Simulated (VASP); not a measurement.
# MgO (Fm-3m) in VASP: notebook, part 2 of 2

VASP 6.6.1. Earlier steps stand in the parts before.

### Step 4. Single point, LDA (volume scaled by 1.06)

Contents of INCAR:

```
PREC = Accurate
ENCUT = 520
EDIFF = 1E-7
ISMEAR = -5
SIGMA = 0.05
LREAL = False
LASPH = True
NELM = 100
ALGO = Normal
ISIF = 2
LWAVE = False
LCHARG = False
GGA = CA
NBANDS = 11
```

Contents of KPOINTS:

```
regular mesh
0
Gamma
  11 11 11
```

Contents of POSCAR:

```
MgO
1.0
    0.0000000000      2.1381295086      2.1381295086
    2.1381295086      0.0000000000      2.1381295086
    2.1381295086      2.1381295086      0.0000000000
Mg O
1 1
Direct
    0.0000000000      0.0000000000      0.0000000000
    0.5000000000      0.5000000000      0.5000000000
```

Potentials or basis: VASP PAW LDA potentials, release 64 (Mg, O).

Started as:

```bash
$ cat potpaw_LDA.64/Mg/POTCAR potpaw_LDA.64/O/POTCAR > POTCAR
$ mpirun -np 1 vasp_std > vasp.out
```

OUTCAR:

```text
PREC = Accurate
   ENCUT = 520
   EDIFF = 1E-7
   ISMEAR = -5
   LREAL = False
   LASPH = True
   NELM = 100
   ISIF = 2
   GGA = CA

 ion  position               nearest neighbor table
   1  0.000  0.000  0.000-   2 2.14   2 2.14   2 2.14   2 2.14   2 2.14   2 2.14
   2  0.500  0.500  0.500-   1 2.14   1 2.14   1 2.14   1 2.14   1 2.14   1 2.14

  LATTYP: Found a face centered cubic cell.
 ALAT       =     4.2762590172

  Lattice vectors:

 A1 = (   0.0000000000,   2.1381295086,   2.1381295086)
 A2 = (   2.1381295086,   0.0000000000,   2.1381295086)
 A3 = (   2.1381295086,   2.1381295086,   0.0000000000)

Analysis of symmetry for initial positions (statically):
=====================================================================
 Subroutine PRICEL returns:
 Original cell was already a primitive cell.

 Routine SETGRP: Setting up the symmetry group for a
 face centered cubic supercell.

 Subroutine GETGRP returns: Found 48 space group operations
 (whereof 48 operations were pure point group operations)
 out of a pool of 48 trial point group operations.

The static configuration has the point symmetry O_h .

Analysis of symmetry for dynamics (positions and initial velocities):
=====================================================================
 Subroutine PRICEL returns:
 Original cell was already a primitive cell.

 Routine SETGRP: Setting up the symmetry group for a
 face centered cubic supercell.

 Subroutine GETGRP returns: Found 48 space group operations
 (whereof 48 operations were pure point group operations)
 out of a pool of 48 trial point group operations.

The dynamic configuration has the point symmetry O_h .

 Subroutine INISYM returns: Found 48 space group operations
 (whereof 48 operations are pure point group operations),
 and found     1 'primitive' translations

----------------------------------------------------------------------------------------
[... 121 lines left out ...]
   LHFCALC =     F    Hartree Fock is set to
   AEXX    =    0.0000 exact exchange contribution
   IVDW    =     0    specifies the selected vdW correction
   LEPSILON=     F    determine dielectric tensor
   LRPA    =     F    only Hartree local field effects (RPA)
 non-spin polarized calculation
 Fermi weights with tetrahedron method with Bloechl corrections
  energy-cutoff  :      520.00
  volume of cell :       19.55
 maximum number of plane-waves:       537
   NGX = 11   NGY = 11   NGZ = 11

 number of electron       8.0000002 magnetization

 Free energy of the ion-electron system (eV)
  ---------------------------------------------------
  ext. energy  EPLUGINS =         0.00000000
  ---------------------------------------------------
  free energy    TOTEN  =       -13.36705708 eV

  energy without entropy =      -13.36705708  energy(sigma->0) =      -13.36705708

 E-fermi :   2.5557     XC(G=0): -11.3747

 val. band max:        2.5446246754   @ k =   0.0000   0.0000   0.0000
 cond. band min:       6.7716427901   @ k =   0.0000   0.0000   0.0000
 fundamental gap:      4.2270181147
 Fermi energy:         2.5557291475

 k-point     1 :       0.0000    0.0000    0.0000
  band No.  band energies     occupation
      1     -14.2262      2.00000
      2       2.5446      2.00000
      3       2.5446      2.00000
      4       2.5446      2.00000
      5       6.7716      0.00000
      6      17.8226      0.00000
      7      17.8226      0.00000
      8      17.8226      0.00000
      9      21.7307      0.00000
     10      23.3183      0.00000
     11      23.3183      0.00000
[... 309 lines left out ...]
 k-point    24 :      -0.1818    0.1818    0.0000
  band No.  band energies     occupation
      1     -13.4714      2.00000
      2      -0.2581      2.00000
      3       1.4679      2.00000
      4       2.1976      2.00000
      5      10.0335      0.00000
      6      14.1439      0.00000
      7      17.2299      0.00000
      8      19.6540      0.00000
      9      19.9667      0.00000
     10      22.9805      0.00000
     11      25.9240      0.00000

 [... further k-points ...]

------------------------ aborting loop because EDIFF is reached ----------------------------------------

  FORCE on cell =-STRESS in cart. coord.  units (eV):
  Direction    XX          YY          ZZ          XY          YZ          ZX
  --------------------------------------------------------------------------------------
  -------------------------------------------------------------------------------------
  Total       -1.6787296     -1.6787296     -1.6787296      0.0000000      0.0000000      0.0000000
  in kB     -137.5812730   -137.5812730   -137.5812730      0.0000000      0.0000000      0.0000000
  external PRESSURE =    -137.5812730 kB  Pullay stress =       0.0000000 kB

 VOLUME and BASIS-vectors are now :
 -----------------------------------------------------------------------------
  energy-cutoff  :      520.00
  volume of cell :       19.55
      direct lattice vectors                 reciprocal lattice vectors
     0.000000000  2.138129509  2.138129509    -0.233849258  0.233849258  0.233849258
     2.138129509  0.000000000  2.138129509     0.233849258 -0.233849258  0.233849258
     2.138129509  2.138129509  0.000000000     0.233849258  0.233849258 -0.233849258

 POSITION                                       TOTAL-FORCE (eV/Angst)
 -----------------------------------------------------------------------------------
      0.00000      0.00000      0.00000        -0.000000     -0.000000     -0.000000
      2.13813      2.13813      2.13813         0.000000      0.000000      0.000000
 -----------------------------------------------------------------------------------
    total drift:                               -0.000000     -0.000000      0.000000

  FREE ENERGIE OF THE ION-ELECTRON SYSTEM (eV)
  ---------------------------------------------------
  free  energy   TOTEN  =       -13.3670570772 eV

  energy  without entropy=      -13.3670570772  energy(sigma->0) =      -13.36705708
```

OSZICAR:

```text
N       E                     dE             d eps       ncg     rms          rms(c)
DAV:   1     0.134690564436E+02    0.13469E+02   -0.45436E+03  1360   0.638E+02
DAV:   2    -0.142547625743E+02   -0.27724E+02   -0.27162E+02  1409   0.134E+02
DAV:   3    -0.149281774959E+02   -0.67341E+00   -0.67290E+00  1486   0.184E+01
DAV:   4    -0.149297630339E+02   -0.15855E-02   -0.15855E-02  1358   0.102E+00
DAV:   5    -0.149297677935E+02   -0.47596E-05   -0.47596E-05  1460   0.530E-02    0.700E+00
DAV:   6    -0.134360621195E+02    0.14937E+01   -0.91568E+00  1280   0.160E+01    0.234E+00
DAV:   7    -0.133926248972E+02    0.43437E-01   -0.84653E-02  1343   0.240E+00    0.130E+00
DAV:   8    -0.133676310914E+02    0.24994E-01   -0.36988E-02  1274   0.189E+00    0.245E-01
DAV:   9    -0.133672356029E+02    0.39549E-03   -0.40402E-04  1406   0.152E-01    0.148E-01
DAV:  10    -0.133670577252E+02    0.17788E-03   -0.40675E-04  1328   0.173E-01    0.658E-03
DAV:  11    -0.133670570543E+02    0.67096E-06   -0.47140E-06  1412   0.116E-02    0.264E-03
DAV:  12    -0.133670570772E+02   -0.22981E-07   -0.78593E-08  1137   0.213E-03
   1 F= -.13367057E+02 E0= -.13367057E+02  d E =0.000000E+00
```

stdout:

```text
POSCAR found type information on POSCAR MgO
 POSCAR found :  2 types and       2 ions
 scaLAPACK will be used
 LDA part: xc-table for (Slater(with rela. corr.)+CA(PZ))
 , standard interpolation
 POSCAR, INCAR and KPOINTS ok, starting setup
 FFT: planning ... GRIDC
 FFT: planning ... GRID_SOFT
 FFT: planning ... GRID
 WAVECAR not read
 entering main loop
```

Wall time 9.6 s (1 thread of AMD EPYC 7R13 (Zen 3), shared host); peak memory 0.1 GiB.

What came out:

```
Free energy            : -13.3671 eV
Pressure               : -13.8 GPa
Band gap on the k mesh : 4.23 eV, direct
```

Levels at points of the mesh, in eV from the valence-band top:
```csv
k point,band 1,band 2,band 3,band 4,band 5,band 6,band 7,band 8
"(0.00, 0.00, 0.00)",-16.77,0.00,0.00,0.00,4.23,15.28,15.28,15.28
```

### Step 5. Single point, PBEsol

Contents of INCAR:

```
SYSTEM = MgO
PREC     = Accurate       ! precision mode
ENCUT    = 520            ! plane-wave cutoff, eV
EDIFF    = 1E-7           ! SCF threshold, eV
ISMEAR   = -1             ! smearing method
SIGMA    = 0.05           ! smearing width, eV
LREAL    = .False.        ! projectors in reciprocal space
LASPH    = .True.         ! aspherical terms in the spheres
NELM     = 60             ! most SCF steps
ALGO     = Normal         ! electronic algorithm
ISIF     = 2              ! what is computed and relaxed
LWAVE    = .False.        ! write WAVECAR
LCHARG   = .False.        ! write CHGCAR
GGA      = PS             ! functional
NBANDS   = 11             ! bands
```

Contents of KPOINTS:

```
regular mesh
0
Gamma
  9 9 9
  0 0 0
```

Contents of POSCAR:

```
MgO
1.0
    0.0000000000      2.0970013927      2.0970013927
    2.0970013927      0.0000000000      2.0970013927
    2.0970013927      2.0970013927      0.0000000000
Mg O
1 1
Direct
    0.0000000000      0.0000000000      0.0000000000
    0.5000000000      0.5000000000      0.5000000000
```

Potentials or basis: VASP PAW PBE potentials, release 64 (Mg, O).

Started as:

```bash
$ cat potpaw_PBE.64/Mg/POTCAR potpaw_PBE.64/O/POTCAR > POTCAR
$ mpirun -np 1 vasp_std > vasp.out
```

It took 6.7 s on 1 thread of Intel Xeon 6975P-C, shared host; peak memory 0.14 GiB.

Results (log left out):

```yaml
Free_energy: -12.5110 eV
Pressure: 1.9 GPa
Band_gap_on_the_k_mesh: 4.76 eV, direct
```

Levels at points of the mesh, in eV from the valence-band top:
```csv
k point,band 2,band 3,band 4,band 5,band 6,band 7
"(0.00, 0.00, 0.00)",0.00,0.00,0.00,4.76,15.70,15.70
```

Caveat: the PAW data sets were made with another functional, which shifts forces and pressure a little.

### Step 6. Summary

```tsv
level	potentials or basis	cell	k mesh	smearing	gap on the mesh (eV)	pressure (GPa)
LDA	VASP PAW LDA potentials, release 64 (Mg, O)	a = 2.966 Å, angles 60.0°, 2 atoms	11 × 11 × 11	tetrahedron	4.78	-5.8
LDA	VASP PAW LDA potentials, release 64 (Mg, O)	a = 3.005 Å, angles 60.0°, 2 atoms	11 × 11 × 11	tetrahedron	4.40	-11.4
LDA	VASP PAW LDA potentials, release 64 (Mg, O)	a = 3.024 Å, angles 60.0°, 2 atoms	11 × 11 × 11	tetrahedron	4.23	-13.8
PBEsol	VASP PAW PBE potentials, release 64 (Mg, O)	a = 2.966 Å, angles 60.0°, 2 atoms	9 × 9 × 9	fermi-dirac 0.05 eV	4.76	1.9
```

Alike in all rows: task single point; no spin polarisation; cutoff (eV) 520.

Caveats: the PAW data sets were made with another functional, which shifts forces and pressure a little (some runs).

Absolute energies hang on the potentials; compare differences alone.
